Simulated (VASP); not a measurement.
# GaAs (F-43m) in VASP: single point with PBE

Aim: the single point of GaAs with PBE.

All numbers are computed with VASP 6.6.1; they aren't measurements. Logs are shortened: lines on timing, memory, paths and dates and some standing lists are left out, and cuts for length are marked.

## (1) The cell of the first run

Symmetry: F-43m, No. 216, cubic system. The conventional cell has a = 5.654 Å, b = 5.654 Å, c = 5.654 Å, α = 90.00°, β = 90.00°, γ = 90.00°. Within 3.2 Å of Ga (site symmetry -43m) lie 4 As at 2.45 Å. As (site symmetry -43m) has 4 Ga at 2.45 Å within 3.2 Å.

## (2) Single point, PBE

INCAR

```
SYSTEM = GaAs
PREC     = Accurate       ! precision mode
ENCUT    = 500            ! plane-wave cutoff, eV
EDIFF    = 1E-6           ! SCF threshold, eV
ISMEAR   = 0              ! smearing method
SIGMA    = 0.01           ! smearing width, eV
LREAL    = .FALSE.        ! projectors in reciprocal space
LASPH    = .TRUE.         ! aspherical terms in the spheres
NELM     = 120            ! most SCF steps
ALGO     = Normal         ! electronic algorithm
ISIF     = 2              ! what is computed and relaxed
LWAVE    = .FALSE.        ! write WAVECAR
LCHARG   = .TRUE.         ! write CHGCAR
GGA      = PE             ! functional
LELF     = .TRUE.         ! ELF
LVHAR    = .TRUE.       
NBANDS   = 16             ! bands
GGA_COMPAT= .FALSE.
```

KPOINTS

```
Automatic mesh
0
G
  3 3 3
  0 0 0
```

POSCAR

```
GaAs
1.0
    0.0000000000      2.8268500000      2.8268500000
    2.8268500000      0.0000000000      2.8268500000
    2.8268500000      2.8268500000      0.0000000000
Ga As
1 1
Direct
    0.0000000000      0.0000000000      0.0000000000
    0.2500000000      0.2500000000      0.2500000000
```

Potentials or basis: VASP PAW PBE potentials, release 64 (Ga_d, As).

The run is started by

```bash
$ cat potpaw_PBE.64/Ga_d/POTCAR potpaw_PBE.64/As/POTCAR > POTCAR
$ mpirun -np 1 vasp_std > vasp.out
```

OUTCAR:

```text
SYSTEM = GaAs
   PREC = Accurate
   ENCUT = 500
   EDIFF = 1E-6
   ISMEAR = 0
   LREAL = .FALSE.
   LASPH = .TRUE.
   NELM = 120
   ISIF = 2
   GGA = PE

 ion  position               nearest neighbor table
   1  0.000  0.000  0.000-   2 2.45   2 2.45   2 2.45   2 2.45
   2  0.250  0.250  0.250-   1 2.45   1 2.45   1 2.45   1 2.45

  LATTYP: Found a face centered cubic cell.
 ALAT       =     5.6537000000

  Lattice vectors:

 A1 = (   0.0000000000,   2.8268500000,   2.8268500000)
 A2 = (   2.8268500000,   0.0000000000,   2.8268500000)
 A3 = (   2.8268500000,   2.8268500000,   0.0000000000)

Analysis of symmetry for initial positions (statically):
=====================================================================
 Subroutine PRICEL returns:
 Original cell was already a primitive cell.

 Routine SETGRP: Setting up the symmetry group for a
 face centered cubic supercell.

 Subroutine GETGRP returns: Found 24 space group operations
 (whereof 24 operations were pure point group operations)
 out of a pool of 48 trial point group operations.

The static configuration has the point symmetry T_d .

Analysis of symmetry for dynamics (positions and initial velocities):
=====================================================================
 Subroutine PRICEL returns:
 Original cell was already a primitive cell.

 Routine SETGRP: Setting up the symmetry group for a
 face centered cubic supercell.

 Subroutine GETGRP returns: Found 24 space group operations
 (whereof 24 operations were pure point group operations)
 out of a pool of 48 trial point group operations.

The dynamic configuration has the point symmetry T_d .

 Subroutine INISYM returns: Found 24 space group operations
 (whereof 24 operations are pure point group operations),
 and found     1 'primitive' translations

----------------------------------------------------------------------------------------

                                     Primitive cell

  volume of cell :      45.1792

  direct lattice vectors                    reciprocal lattice vectors
     0.000000000  2.826850000  2.826850000    -0.176875321  0.176875321  0.176875321
     2.826850000  0.000000000  2.826850000     0.176875321 -0.176875321  0.176875321
     2.826850000  2.826850000  0.000000000     0.176875321  0.176875321 -0.176875321

  length of vectors
     3.997769609  3.997769609  3.997769609     0.306357042  0.306357042  0.306357042

  position of ions in fractional coordinates (direct lattice)
     0.000000000  0.000000000  0.000000000
     0.250000000  0.250000000  0.250000000

  ion indices of the primitive-cell ions
   primitive index   ion index
                 1           1
                 2           2

----------------------------------------------------------------------------------------

 KPOINTS: Automatic mesh

Automatic generation of k-mesh.
 Grid dimensions read from file:
 generate k-points for:    3    3    3

 Generating k-lattice:

  Cartesian coordinates                     Fractional coordinates (reciprocal lattice)
    -0.058958440  0.058958440  0.058958440     0.333333333  0.000000000  0.000000000
     0.058958440 -0.058958440  0.058958440     0.000000000  0.333333333  0.000000000
     0.058958440  0.058958440 -0.058958440     0.000000000  0.000000000  0.333333333

  Length of vectors
     0.102119014  0.102119014  0.102119014

  Shift w.r.t. Gamma in fractional coordinates (k-lattice)
     0.000000000  0.000000000  0.000000000

 Subroutine IBZKPT returns following result:
 ===========================================

 Found      4 irreducible k-points:

 Following reciprocal coordinates:
            Coordinates               Weight
  0.000000  0.000000  0.000000      1.000000
  0.333333  0.000000  0.000000      8.000000
  0.333333  0.333333  0.000000      6.000000
 -0.333333  0.333333  0.000000     12.000000
   k-points           NKPTS =      4   k-points in BZ     NKDIM =      4   number of bands    NBANDS=     16
   number of dos      NEDOS =    301   number of ions     NIONS =      2
   total plane-waves  NPLWV =  27000
   dimension x,y,z NGX =    30 NGY =   30 NGZ =   30
   dimension x,y,z NGXF=    60 NGYF=   60 NGZF=   60
   ions per type =               1   1
   NGX,Y,Z   is equivalent  to a cutoff of  12.48, 12.48, 12.48 a.u.
   NGXF,Y,Z  is equivalent  to a cutoff of  24.95, 24.95, 24.95 a.u.
 SYSTEM =  GaAs
   PREC   = accura    normal or accurate (medium, high low for compatibility)
   ISTART =      0    job   : 0-new  1-cont  2-samecut
   ICHARG =      2    charge: 1-file 2-atom 10-const
   ISPIN  =      1    spin polarized calculation?
   LNONCOLLINEAR =      F non collinear calculations
   LSORBIT =      F    spin-orbit coupling
   LASPH  =      T    aspherical Exc in radial PAW
   ENCUT  =  500.0 eV  36.75 Ry    6.06 a.u.   7.29  7.29  7.29*2*pi/ulx,y,z
   NELM   =    120;   NELMIN=  2; NELMDL= -5     # of ELM steps
   EDIFF  = 0.1E-05   stopping-criterion for ELM
   LREAL  =      F    real-space projection
   EDIFFG = 0.1E-04   stopping-criterion for IOM
   NSW    =      0    number of steps for IOM
   IBRION =     -1    ionic relax: 0-MD 1-quasi-New 2-CG
   NFREE  =      0    steps in history (QN), initial steepest desc. (CG)
   ISIF   =      2    stress and relaxation
   ISYM   =      2    0-nonsym 1-usesym 2-fastsym
   POTIM  = 0.5000    time-step for ionic-motion
   TEBEG  =    0.0;   TEEND  =   0.0 temperature during run
   PSTRESS=    0.0 pullay stress
   NELECT =      18.0000    total number of electrons
   NUPDOWN=      -1.0000    fix difference up-down
   EMIN   =  10.00;   EMAX   =-10.00  energy-range for DOS
   EFERMI =   0.00;   METHOD = LEGACY
   ISMEAR =     0;   SIGMA  =   0.01  broadening in eV -4-tet -1-fermi 0-gaus
   EFERMI_NEDOS =   21; number of points for ismear=-14 and -15
   IALGO  =     38    algorithm
   IMIX   =      4    mixing-type and parameters
     AMIX     =   0.40;   BMIX     =  1.00
     AMIX_MAG =   1.60;   BMIX_MAG =  1.00
  volume/ion in A,a.u.               =      22.59       152.44
  Fermi-wavevector in a.u.,A,eV,Ry     =   1.204628  2.276417 19.743799  1.451128
  Thomas-Fermi vector in A             =   2.340347
   LORBIT       =      0    0 simple, 1 ext, 2 COOP (PROOUT), +10 PAW based schemes
   GGA     = PE    functional components
   LHFCALC =     F    Hartree Fock is set to
   AEXX    =    0.0000 exact exchange contribution
   IVDW    =     0    specifies the selected vdW correction
   LEPSILON=     F    determine dielectric tensor
   LRPA    =     F    only Hartree local field effects (RPA)
 non-spin polarized calculation
 Gauss-broadening in eV      SIGMA  =   0.01
  energy-cutoff  :      500.00
  volume of cell :       45.18
 maximum number of plane-waves:      1150
 NGX is ok and might be reduce to    30
   NGX = 15   NGY = 15   NGZ = 15

 number of electron      17.9999995 magnetization

 Free energy of the ion-electron system (eV)
  ---------------------------------------------------
  ext. energy  EPLUGINS =         0.00000000
  ---------------------------------------------------
  free energy    TOTEN  =        -7.66742542 eV

  energy without entropy =       -7.66742542  energy(sigma->0) =       -7.66742542

 E-fermi :   4.1193     XC(G=0):  -9.5152

 val. band max:        4.0560090165   @ k =   0.0000   0.0000   0.0000
 cond. band min:       4.5504998283   @ k =   0.0000   0.0000   0.0000
 fundamental gap:      0.4944908118
 Fermi energy:         4.1193408105

 k-point     1 :       0.0000    0.0000    0.0000
  band No.  band energies     occupation
      1     -10.8858      2.00000
      2     -10.8858      2.00000
      3     -10.8858      2.00000
      4     -10.8101      2.00000
      5     -10.8101      2.00000
      6      -8.6761      2.00000
[... 8 lines left out ...]
     15      14.1046      0.00000
     16      14.1046      0.00000

 k-point     2 :       0.3333    0.0000    0.0000
  band No.  band energies     occupation
      1     -10.9428      2.00000
      2     -10.8704      2.00000
      3     -10.8704      2.00000
      4     -10.8083      2.00000
      5     -10.8083      2.00000
      6      -7.5228      2.00000
[... 8 lines left out ...]
     15      13.6575      0.00000
     16      13.6575      0.00000

 k-point     3 :       0.3333    0.3333    0.0000
  band No.  band energies     occupation
      1     -10.9690      2.00000
      2     -10.8499      2.00000
      3     -10.8499      2.00000
      4     -10.8282      2.00000
      5     -10.8006      2.00000
      6      -7.1070      2.00000
[... 8 lines left out ...]
     15      15.8699      0.00000
     16      17.1100      0.00000

 k-point     4 :      -0.3333    0.3333    0.0000
  band No.  band energies     occupation
      1     -10.9726      2.00000
      2     -10.8563      2.00000
      3     -10.8490      2.00000
      4     -10.8179      2.00000
      5     -10.8068      2.00000
      6      -6.3364      2.00000
[... 8 lines left out ...]
     15      13.6587      0.00000
     16      18.2990      0.00000

------------------------ aborting loop because EDIFF is reached ----------------------------------------

  FORCE on cell =-STRESS in cart. coord.  units (eV):
  Direction    XX          YY          ZZ          XY          YZ          ZX
  --------------------------------------------------------------------------------------
  -------------------------------------------------------------------------------------
  Total        1.3106742      1.3106742      1.3106742      0.0000000      0.0000000      0.0000000
  in kB       46.4800998     46.4800998     46.4800998      0.0000000      0.0000000      0.0000000
  external PRESSURE =      46.4800998 kB  Pullay stress =       0.0000000 kB

 VOLUME and BASIS-vectors are now :
 -----------------------------------------------------------------------------
  energy-cutoff  :      500.00
  volume of cell :       45.18
      direct lattice vectors                 reciprocal lattice vectors
     0.000000000  2.826850000  2.826850000    -0.176875321  0.176875321  0.176875321
     2.826850000  0.000000000  2.826850000     0.176875321 -0.176875321  0.176875321
     2.826850000  2.826850000  0.000000000     0.176875321  0.176875321 -0.176875321

 POSITION                                       TOTAL-FORCE (eV/Angst)
 -----------------------------------------------------------------------------------
      0.00000      0.00000      0.00000         0.000000      0.000000      0.000000
      1.41342      1.41342      1.41342        -0.000000     -0.000000     -0.000000
 -----------------------------------------------------------------------------------
    total drift:                               -0.000000     -0.000000      0.000000

  FREE ENERGIE OF THE ION-ELECTRON SYSTEM (eV)
  ---------------------------------------------------
  free  energy   TOTEN  =        -7.6674254162 eV

  energy  without entropy=       -7.6674254162  energy(sigma->0) =       -7.66742542
```

Wall time 5.9 s (1 thread of Intel Xeon Platinum 8375C at 2.90GHz (Ice Lake), shared host); peak memory 0.16 GiB.

What came out:

- Free energy: -7.6674 eV
- Pressure: 4.6 GPa
- Band gap on the k mesh: 0.49 eV, direct

Caveat: the k points lie up to 0.64 Å⁻¹ apart.
